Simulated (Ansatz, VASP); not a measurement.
**One calculation of BiS, two programs**

```xyz
2
Lattice="3.6469 0.0000 0.0000 -1.8234 3.1583 0.0000 0.0000 0.0000 5.0906" Properties=species:S:1:pos:R:3 pbc="T T T"
Bi    0.0000    0.0000    0.0000
S     0.0000    0.0000    2.5453
```

Alike in both runs: task relaxation of cell and atoms; functional PBE; k mesh 18 × 18 × 12; occupations gaussian, width 0.1 eV; no spin polarisation.

|  | VASP | Ansatz |
| --- | --- | --- |
| version | VASP 6.6.1 | Ansatz 0.2.0 |
| potentials or method | VASP PAW PBE potentials, release 64 (Bi_d, S), cutoff 600 eV | scalar-relativistic, plane waves, PAW |
| valence electrons in the cell | 21 | 21 |

Ansatz gave:

- gap on the k mesh at the Fermi level, each at its own relaxed structure (eV): none
- relaxed volume (Å³/atom): 27.57
- relaxed cell length with the largest relative difference (Å): 5.430

Estimate VASP's values.

gap on the k mesh at the Fermi level, each at its own relaxed structure (eV): none; relaxed volume (Å³/atom): 27.56; relaxed cell length with the largest relative difference (Å): 5.430.

A gap of «none» marks a metal or a gap that the smearing closes.

Spin-orbit coupling is off throughout.
